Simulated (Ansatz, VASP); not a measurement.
## Two plane-wave programs on CaO

```
Ca O
1.0
     0.00000    2.35404    2.35404
     2.35404    0.00000    2.35404
     2.35404    2.35404    0.00000
Ca O
1 1
Cartesian
  0.0000 0.0000 0.0000
  2.3540 2.3540 2.3540
```

Alike in both runs: functional LDA; k mesh 8 × 8 × 8; occupations gaussian, width 0.02 eV; no spin polarisation.

Ansatz relaxed the structure, and its values are those at the end. VASP's run is a single point on that final structure, the one shown.

|  | VASP | Ansatz |
| --- | --- | --- |
| version | VASP 6.6.1 | Ansatz 0.2.0 |
| potentials or method | VASP PAW LDA potentials, release 64 (Ca_sv, O_h), cutoff 1340 eV | scalar-relativistic, plane waves, PAW |
| valence electrons in the cell | 16 | 16 |

Ansatz gave:

```
gap on the k mesh at the Fermi level (eV) : 3.45
least direct gap on the mesh (eV)         : 3.81
pressure (GPa)                            : 0.0
```

Which values does VASP return?

gap on the k mesh at the Fermi level (eV): 3.42; least direct gap on the mesh (eV): 3.78; pressure (GPa): 0.9.

LDA's correlation is that of Perdew and Zunger in VASP and of Perdew and Wang (1992) in Ansatz.
